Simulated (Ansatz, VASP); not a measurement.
AlCu3 in VASP and in Ansatz

INCAR

```
SYSTEM = AlCu3
ALGO     = Fast           ! electronic algorithm
EDIFF    = 1E-6           ! SCF threshold, eV
ENCUT    = 520            ! plane-wave cutoff, eV
GGA      = PS             ! functional
ISIF     = 2              ! what is computed and relaxed
ISMEAR   = 0              ! smearing method
LASPH    = .TRUE.         ! aspherical terms in the spheres
LCHARG   = .FALSE.        ! write CHGCAR
LREAL    = .FALSE.        ! projectors in reciprocal space
LWAVE    = .FALSE.        ! write WAVECAR
NBANDS   = 26             ! bands
NELM     = 60             ! most SCF steps
PREC     = Accurate       ! precision mode
SIGMA    = 0.1            ! smearing width, eV
```

KPOINTS

```
k-points
0
G
  12 12 12
  0 0 0
```

Contents of POSCAR:

```
AlCu3
1.0
    0.0000000000      2.8246076243      2.8246076243
    2.8246076243      0.0000000000      2.8246076243
    2.8246076243      2.8246076243      0.0000000000
Al Cu
1 3
Direct
    0.0000000000      0.0000000000      0.0000000000
    0.5000000000      0.5000000000      0.5000000000
    0.2500000000      0.2500000000      0.2500000000
    0.7500000000      0.7500000000      0.7500000000
```

Input for Ansatz:

```yaml
crystal:
  lattice:
    - [0.0, 2.8246076142, 2.8246076142]
    - [2.8246076142, 0.0, 2.8246076142]
    - [2.8246076142, 2.8246076142, 0.0]
  atoms:
    - { symbol: Al, position: [0.0, 0.0, 0.0] }
    - { symbol: Cu, position: [0.5, 0.5, 0.5] }
    - { symbol: Cu, position: [0.25, 0.25, 0.25] }
    - { symbol: Cu, position: [0.75, 0.75, 0.75] }
basis:
  ecutwfc: 420
kpoints:
  mp_grid: { grid: [12, 12, 12] }
hamiltonian:
  xc: pbesol
scf:
  occupations: { method: gaussian, width: 0.1 }
output:
  forces: true
  stress: true
  eigenvalues: true
```

Alike in both runs: task single point; functional PBEsol; k mesh 12 × 12 × 12; occupations gaussian, width 0.1 eV; no spin polarisation.

```csv
,VASP,Ansatz
version,VASP 6.6.1,Ansatz 0.2.0
potentials or method,"VASP PAW PBE potentials, release 64 (Al, Cu), cutoff 520 eV","scalar-relativistic, plane waves, PAW"
valence electrons in the cell,36,60
```

|  | VASP | Ansatz | Ansatz less VASP |
| --- | --- | --- | --- |
| gap on the k mesh at the Fermi level (eV) | none | none | - |
| pressure (GPa) | 11.3 | 10.9 | -0.46 |

VASP's potentials were made for PBE, not for PBEsol. A gap of «none» marks a metal or a gap that the smearing closes. With one functional, cell and mesh, what is left measures potentials, basis and numerics. VASP's potentials hold 36 valence electrons a cell and Ansatz's 60, so a difference there can come from the potentials and not from the codes.
